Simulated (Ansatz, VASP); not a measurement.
Two plane-wave programs on Sr2SeO

POSCAR

```
Sr2SeO
1.0
    4.1315931192      0.0000000000      0.0000000000
    0.0000000000      4.1315931192      0.0000000000
    0.0000000000      0.0000000000      5.8507435020
O Sr Se
1 2 1
Direct
    0.0000000000      0.0000000000      0.0000000000
    0.0000000000      0.0000000000      0.5000000000
    0.5000000000      0.5000000000      0.0000000000
    0.5000000000      0.5000000000      0.5000000000
```

File INCAR.step1:

```
PREC     = Accurate       # precision mode
ENCUT    = 520            # plane-wave cutoff, eV
EDIFF    = 1E-5           # SCF threshold, eV
ISMEAR   = 0              # smearing method
SIGMA    = 0.01           # smearing width, eV
LREAL    = F              # projectors in reciprocal space
LASPH    = T              # aspherical terms in the spheres
NELM     = 100            # most SCF steps
ALGO     = Normal         # electronic algorithm
ISIF     = 2              # what is computed and relaxed
LWAVE    = T              # write WAVECAR
LCHARG   = F              # write CHGCAR
GGA      = PE             # functional
NBANDS   = 24             # bands
```

Contents of INCAR.step2:

```
PREC     = Accurate       # precision mode
ENCUT    = 520            # plane-wave cutoff, eV
EDIFF    = 1E-6           # SCF threshold, eV
ISMEAR   = 0              # smearing method
SIGMA    = 0.01           # smearing width, eV
LREAL    = F              # projectors in reciprocal space
LASPH    = T              # aspherical terms in the spheres
NELM     = 100            # most SCF steps
ALGO     = Normal         # electronic algorithm
ISIF     = 2              # what is computed and relaxed
LWAVE    = F              # write WAVECAR
LCHARG   = F              # write CHGCAR
GGA      = PE             # functional
LHFCALC  = T              # exact exchange
HFSCREEN = 0.2079         # screening, 1/A
PRECFOCK = Normal       
ISTART   = 1            
NBANDS   = 24             # bands
```

KPOINTS

```
Automatic mesh
0
Gamma
  4 4 4
```

Input for Ansatz:

```yaml
crystal:
  lattice:
    - [4.1315931192, 0.0, 0.0]
    - [0.0, 4.1315931192, 0.0]
    - [0.0, 0.0, 5.850743502]
  atoms:
    - { symbol: O, position: [0.0, 0.0, 0.0] }
    - { symbol: Sr, position: [0.0, 0.0, 0.5] }
    - { symbol: Se, position: [0.5, 0.5, 0.5] }
    - { symbol: Sr, position: [0.5, 0.5, 0.0] }
kpoints:
  mp_grid: { grid: [4, 4, 4] }
  band_path:
    path:
      - [0.0, 0.0, 0.0]
      - [0.0, 0.5, 0.0]
      - [0.5, 0.5, 0.0]
      - [0.0, 0.0, 0.5]
      - [0.0, 0.5, 0.5]
      - [0.5, 0.5, 0.5]
    npoints: 1
hamiltonian:
  xc: hse06
scf:
  occupations: { method: fixed }
  n_extra_bands: 5
output:
  forces: true
  stress: true
  eigenvalues: true
```

Alike in both runs: task single point; functional HSE06; k mesh 4 × 4 × 4; no spin polarisation.

```csv
,VASP,Ansatz
version,VASP 6.6.1,Ansatz 0.2.0
potentials or method,"VASP PAW PBE potentials, release 64 (O, Sr_sv, Se)","plane waves, PAW"
plane-wave cutoff (eV),520,420
occupations,"gaussian, width 0.01 eV",fixed
valence electrons in the cell,32,42
```

|  | VASP | Ansatz | Ansatz less VASP |
| --- | --- | --- | --- |
| gap on the k mesh at the Fermi level (eV) | 3.10 | 3.12 | +0.018 |
| pressure (GPa) | 0.0 | -0.1 | -0.12 |

VASP's potentials hold 32 valence electrons a cell and Ansatz's 42, so a difference there can come from the potentials and not from the codes. Ansatz's warnings: stress exchange threshold loose, stress scf threshold loose.
